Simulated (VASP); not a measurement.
# Pd (Fm-3m) in VASP: a series of runs, part 3 of 3

VASP 6.6.1. Earlier steps stand in the parts before.

### Step 6. Relaxation of cell and atoms, PBEsol, target pressure 30 GPa, at which the enthalpy is minimised

INCAR

```
ALGO     = Normal         # electronic algorithm
EDIFF    = 1E-6           # SCF threshold, eV
EDIFFG   = -0.01          # ionic threshold
ENCUT    = 600            # plane-wave cutoff, eV
GGA      = PS             # functional
IBRION   = 2              # ionic algorithm
ISIF     = 3              # what is computed and relaxed
ISMEAR   = -1             # smearing method
LASPH    = T              # aspherical terms in the spheres
LCHARG   = F              # write CHGCAR
LREAL    = F              # projectors in reciprocal space
LWAVE    = F              # write WAVECAR
NELM     = 100            # most SCF steps
NSW      = 60             # ionic steps
PREC     = Accurate       # precision mode
PSTRESS  = 300.0        
SIGMA    = 0.05           # smearing width, eV
```

KPOINTS

```
k-points
0
Gamma
  12 12 12
```

POSCAR

```
Pd
1.0
    0.0000000000      1.9465000000      1.9465000000
    1.9465000000      0.0000000000      1.9465000000
    1.9465000000      1.9465000000      0.0000000000
Pd
1
Direct
    0.0000000000      0.0000000000      0.0000000000
```

Potentials or basis: VASP PAW PBE potentials, release 64 (Pd).

On the command line:

```console
$ cat potpaw_PBE.64/Pd/POTCAR > POTCAR
$ mpirun -np 1 vasp_std > vasp.out
```

OUTCAR:

```text
EDIFF = 1E-6
   EDIFFG = -0.01
   ENCUT = 600
   GGA = PS
   IBRION = 2
   ISIF = 3
   ISMEAR = -1
   LASPH = T
   LREAL = F
   NELM = 100
   NSW = 60
   PREC = Accurate
   PSTRESS = 300.0

 ion  position               nearest neighbor table
   1  0.000  0.000  0.000-

  LATTYP: Found a face centered cubic cell.
 ALAT       =     3.8930000000

  Lattice vectors:

 A1 = (   0.0000000000,   1.9465000000,   1.9465000000)
 A2 = (   1.9465000000,   0.0000000000,   1.9465000000)
 A3 = (   1.9465000000,   1.9465000000,   0.0000000000)

Analysis of symmetry for initial positions (statically):
[... 33 lines left out ...]
                                     Primitive cell

  volume of cell :      14.7500

  direct lattice vectors                    reciprocal lattice vectors
     0.000000000  1.946500000  1.946500000    -0.256871307  0.256871307  0.256871307
     1.946500000  0.000000000  1.946500000     0.256871307 -0.256871307  0.256871307
     1.946500000  1.946500000  0.000000000     0.256871307  0.256871307 -0.256871307

  length of vectors
     2.752766699  2.752766699  2.752766699     0.444914156  0.444914156  0.444914156

  position of ions in fractional coordinates (direct lattice)
     0.000000000  0.000000000  0.000000000

  ion indices of the primitive-cell ions
   primitive index   ion index
                 1           1

----------------------------------------------------------------------------------------

 KPOINTS: k-points

Automatic generation of k-mesh.
 Grid dimensions read from file:
 generate k-points for:   12   12   12

 Generating k-lattice:

  Cartesian coordinates                     Fractional coordinates (reciprocal lattice)
    -0.021405942  0.021405942  0.021405942     0.083333333  0.000000000  0.000000000
     0.021405942 -0.021405942  0.021405942     0.000000000  0.083333333  0.000000000
     0.021405942  0.021405942 -0.021405942     0.000000000  0.000000000  0.083333333

  Length of vectors
     0.037076180  0.037076180  0.037076180

  Shift w.r.t. Gamma in fractional coordinates (k-lattice)
     0.000000000  0.000000000  0.000000000

 Subroutine IBZKPT returns following result:
 ===========================================

 Found     72 irreducible k-points:

 Following reciprocal coordinates:
            Coordinates               Weight
  0.000000  0.000000  0.000000      1.000000
  0.083333  0.000000  0.000000      8.000000
  0.166667  0.000000  0.000000      8.000000
  0.250000  0.000000  0.000000      8.000000
  0.333333  0.000000  0.000000      8.000000
  0.416667  0.000000  0.000000      8.000000
[... 16 lines left out ...]
  0.500000  0.166667  0.000000     24.000000
 -0.416667  0.166667  0.000000     24.000000
 [... further k-points ...]
   k-points           NKPTS =     72   k-points in BZ     NKDIM =     72   number of bands    NBANDS=      9
   number of dos      NEDOS =    301   number of ions     NIONS =      1
   total plane-waves  NPLWV =  13824
   dimension x,y,z NGX =    24 NGY =   24 NGZ =   24
   dimension x,y,z NGXF=    48 NGYF=   48 NGZF=   48
   ions per type =               1
   NGX,Y,Z   is equivalent  to a cutoff of  14.49, 14.49, 14.49 a.u.
   NGXF,Y,Z  is equivalent  to a cutoff of  28.99, 28.99, 28.99 a.u.
 SYSTEM =  unknown system
   PREC   = accura    normal or accurate (medium, high low for compatibility)
   ISTART =      0    job   : 0-new  1-cont  2-samecut
   ICHARG =      2    charge: 1-file 2-atom 10-const
   ISPIN  =      1    spin polarized calculation?
   LNONCOLLINEAR =      F non collinear calculations
   LSORBIT =      F    spin-orbit coupling
   LASPH  =      T    aspherical Exc in radial PAW
   ENCUT  =  600.0 eV  44.10 Ry    6.64 a.u.   5.50  5.50  5.50*2*pi/ulx,y,z
   NELM   =    100;   NELMIN=  2; NELMDL= -5     # of ELM steps
   EDIFF  = 0.1E-05   stopping-criterion for ELM
   LREAL  =      F    real-space projection
   EDIFFG = -.1E-01   stopping-criterion for IOM
   NSW    =     60    number of steps for IOM
   IBRION =      2    ionic relax: 0-MD 1-quasi-New 2-CG
   NFREE  =      1    steps in history (QN), initial steepest desc. (CG)
   ISIF   =      3    stress and relaxation
   ISYM   =      2    0-nonsym 1-usesym 2-fastsym
   POTIM  = 0.5000    time-step for ionic-motion
   TEBEG  =    0.0;   TEEND  =   0.0 temperature during run
   PSTRESS=  300.0 pullay stress
   NELECT =      10.0000    total number of electrons
   NUPDOWN=      -1.0000    fix difference up-down
   EMIN   =  10.00;   EMAX   =-10.00  energy-range for DOS
   EFERMI =   0.00;   METHOD = LEGACY
   ISMEAR =    -1;   SIGMA  =   0.05  broadening in eV -4-tet -1-fermi 0-gaus
   EFERMI_NEDOS =   21; number of points for ismear=-14 and -15
   IALGO  =     38    algorithm
   IMIX   =      4    mixing-type and parameters
     AMIX     =   0.40;   BMIX     =  1.00
     AMIX_MAG =   1.60;   BMIX_MAG =  1.00
  volume/ion in A,a.u.               =      14.75        99.54
  Fermi-wavevector in a.u.,A,eV,Ry     =   1.438171  2.717748 28.141404  2.068335
  Thomas-Fermi vector in A             =   2.557167
   LORBIT       =      0    0 simple, 1 ext, 2 COOP (PROOUT), +10 PAW based schemes
   GGA     = PS    functional components
   LHFCALC =     F    Hartree Fock is set to
   AEXX    =    0.0000 exact exchange contribution
   IVDW    =     0    specifies the selected vdW correction
   LEPSILON=     F    determine dielectric tensor
   LRPA    =     F    only Hartree local field effects (RPA)
 conjugate gradient relaxation of ions
 non-spin polarized calculation
  energy-cutoff  :      600.00
  volume of cell :       14.75
 maximum number of plane-waves:       531
 NGX is ok and might be reduce to    24
   NGX = 11   NGY = 11   NGZ = 11

--------------------------------------- Ionic step        1  -------------------------------------------

 number of electron      10.0000000 magnetization

 number of electron       9.9999999 magnetization

 Free energy of the ion-electron system (eV)
  ---------------------------------------------------
  ext. energy  EPLUGINS =         0.00000000
  ---------------------------------------------------
  free energy    TOTEN  =        -5.97336457 eV

  energy without entropy =       -5.95374809  energy(sigma->0) =       -5.96355633

 E-fermi :   9.5878     XC(G=0): -13.3825

 val. band max:        9.5859107813   @ k =   0.5000   0.0000   0.0000
 cond. band min:       9.5879427966   @ k =   0.5000   0.4167   0.0833
 fundamental gap:      0.0020320152
 Fermi energy:         9.5878402702

 k-point     1 :       0.0000    0.0000    0.0000
  band No.  band energies     occupation
      1       2.3805      2.00000
      2       6.7517      2.00000
      3       6.7517      2.00000
      4       6.7517      2.00000
      5       8.3845      2.00000
      6       8.3845      2.00000
      7      26.7476      0.00000
      8      31.5186      0.00000
      9      31.5186      0.00000

 k-point     2 :       0.0833    0.0000    0.0000
  band No.  band energies     occupation
      1       2.6308      2.00000
      2       6.6650      2.00000
      3       6.8369      2.00000
      4       6.8369      2.00000
      5       8.3453      2.00000
      6       8.3453      2.00000
      7      27.0004      0.00000
      8      30.0228      0.00000
      9      31.8051      0.00000
[... 403 lines left out ...]
  FREE ENERGIE OF THE ION-ELECTRON SYSTEM (eV)
  ---------------------------------------------------
  free  energy   TOTEN  =        -5.8678703493 eV

  energy  without entropy=       -5.8512709825  energy(sigma->0) =       -5.85957067

  enthalpy is  TOTEN    =        -3.4135948935 eV   P V=        2.4542754559

--------------------------------------- Ionic step        5  -------------------------------------------

 number of electron       9.9999999 magnetization

 Free energy of the ion-electron system (eV)
  ---------------------------------------------------
  ext. energy  EPLUGINS =         0.00000000
  ---------------------------------------------------
  free energy    TOTEN  =        -5.85089640 eV

  energy without entropy =       -5.83444947  energy(sigma->0) =       -5.84267294

 E-fermi :  11.8797     XC(G=0): -14.1751

 val. band max:       11.8775817514   @ k =   0.4167   0.3333   0.0000
 cond. band min:      11.8811563343   @ k =   0.4167   0.2500   0.0000
 fundamental gap:      0.0035745829
 Fermi energy:        11.8797219470

 k-point     1 :       0.0000    0.0000    0.0000
  band No.  band energies     occupation
      1       3.6360      2.00000
      2       8.4027      2.00000
      3       8.4027      2.00000
      4       8.4027      2.00000
      5      10.4041      2.00000
      6      10.4041      2.00000
      7      28.9962      0.00000
      8      34.5023      0.00000
      9      37.4641      0.00000

 k-point     2 :       0.0833    0.0000    0.0000
  band No.  band energies     occupation
      1       3.9160      2.00000
      2       8.2932      2.00000
      3       8.5054      2.00000
      4       8.5054      2.00000
      5      10.3524      2.00000
      6      10.3524      2.00000
      7      29.3552      0.00000
      8      32.9900      0.00000
      9      34.8830      0.00000
[... 286 lines left out ...]
 POSITION                                       TOTAL-FORCE (eV/Angst)
 -----------------------------------------------------------------------------------
      0.00000      0.00000      0.00000         0.000000      0.000000      0.000000
 -----------------------------------------------------------------------------------
    total drift:                               -0.000000      0.000000     -0.000000

  FREE ENERGIE OF THE ION-ELECTRON SYSTEM (eV)
  ---------------------------------------------------
  free  energy   TOTEN  =        -5.8508964041 eV

  energy  without entropy=       -5.8344494719  energy(sigma->0) =       -5.84267294

  enthalpy is  TOTEN    =        -3.4142725924 eV   P V=        2.4366238117

 reached required accuracy - stopping structural energy minimisation
```

It took 54 s on 1 thread of Intel Xeon 8259CL, shared host; peak memory 0.16 GiB.

Results:

```
Free energy                                            : -5.8509 eV
Relaxed volume                                         : 13.01 Å³/atom
Relaxed cell                                           : a = 2.640 Å, b = 2.640 Å, c = 2.640 Å, α = 60.00°, β = 60.00°, γ = 60.00°
Space group after relaxing (to 0.05 Å)                 : Fm-3m (No. 225)
Energy change on relaxing (the enthalpy is what falls) : +122.5 meV/atom
Ionic steps                                            : 5
Pressure after relaxing                                : 30.1 GPa
Band gap on the k mesh                                 : zero (band 5 reaches 12.28 eV, above the bottom of band 6 at 10.31 eV)
```

The path:
```tsv
step	energy change (eV)	largest force (eV/Å)	pressure (GPa)	volume (Å³)
1	0.0000	0.0000	-3.26	14.75
2	3.3860	0.0000	322.55	9.13
3	0.0853	0.0000	24.38	13.23
4	0.1055	0.0000	27.53	13.11
5	0.1225	0.0000	30.09	13.01
```

Final structure:
```
CELL_PARAMETERS angstrom
0.00000 1.86688 1.86688
1.86688 0.00000 1.86688
1.86688 1.86688 0.00000
ATOMIC_POSITIONS crystal
Pd 0.00000 0.00000 0.00000
```

Levels at points of the mesh, in eV from the Fermi level:
| k point | band 3 | band 4 | band 5 | band 6 | band 7 | band 8 |
| --- | --- | --- | --- | --- | --- | --- |
| (0.00, 0.00, 0.00) | -3.48 | -3.48 | -1.48 | -1.48 | 17.12 | 22.62 |
| (0.50, 0.00, 0.00) | -3.54 | 0.01 | 0.01 | 0.66 | 8.37 | 16.52 |
| (0.50, 0.50, 0.00) | -0.02 | 0.40 | 0.40 | 3.28 | 12.13 | 13.82 |

Caveat: the cell is relaxed towards a set pressure, so the enthalpy falls and the energy may rise; the PAW data sets were made with another functional, which shifts forces and pressure a little.

### Step 7. The runs side by side

| cell | gap on the mesh (eV) | pressure (GPa) |
| --- | --- | --- |
| relaxed to 2 GPa | none | 1.9 |
| relaxed to 5 GPa | none | 5.0 |
| relaxed to 10 GPa | none | 9.9 |
| relaxed to 20 GPa | none | 20.0 |
| relaxed to 30 GPa | none | 30.1 |

Alike in all rows: task relaxation of cell and atoms; level PBEsol; potentials or basis VASP PAW PBE potentials, release 64 (Pd); no spin polarisation; k mesh 12 × 12 × 12; cutoff (eV) 600; smearing fermi-dirac 0.05 eV.

Caveats: the cell is relaxed towards a set pressure, so the enthalpy falls and the energy may rise; the PAW data sets were made with another functional, which shifts forces and pressure a little.

Absolute energies hang on the potentials; compare differences alone.
